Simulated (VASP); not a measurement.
MoSe, 2 atoms in the cell. The structure is cubic, space group F-43m (No. 216). The conventional cell has a = 5.680 Å, b = 5.680 Å, c = 5.680 Å, α = 90.00°, β = 90.00°, γ = 90.00°. Mo (site symmetry -43m) has 4 Se at 2.46 Å within 3.2 Å. Se (site symmetry -43m) has 4 Mo at 2.46 Å within 3.2 Å. 

```yaml
Program: VASP 6.6.1
Task: relaxation of cell and atoms
Functional: PBE
Potentials_or_basis: VASP PAW PBE potentials, release 64 (Mo_sv, Se)
Cutoff: 600 eV
k_mesh: 12 × 12 × 12
Occupations: gaussian, width 0.1 eV
Spin: collinear spin
Starting_moments: "[0.92, 0.0] μB"
Dipole_correction: no
Further_INCAR_settings: ALGO = Normal; EDIFF = 1e-06; IBRION = 2; EDIFFG = -0.01; NSW = 100; ISIF = 3
```

Potentials or basis: VASP PAW PBE potentials, release 64 (Mo_sv, Se).

Run with:

```bash
$ cat potpaw_PBE.64/Mo_sv/POTCAR potpaw_PBE.64/Se/POTCAR > POTCAR
$ mpirun -np 1 vasp_std > vasp.out
```

Hardware: 1 thread of Oxide Virtual Turin-like Processor (shared host).

Question: How long does it take, and how much memory?

Answer: Run time: 100 s on 1 thread of Oxide Virtual Turin-like Processor, on a shared host, peak memory 0.23 GiB. Counts: scf iterations 14, k points 72, ion steps 1.
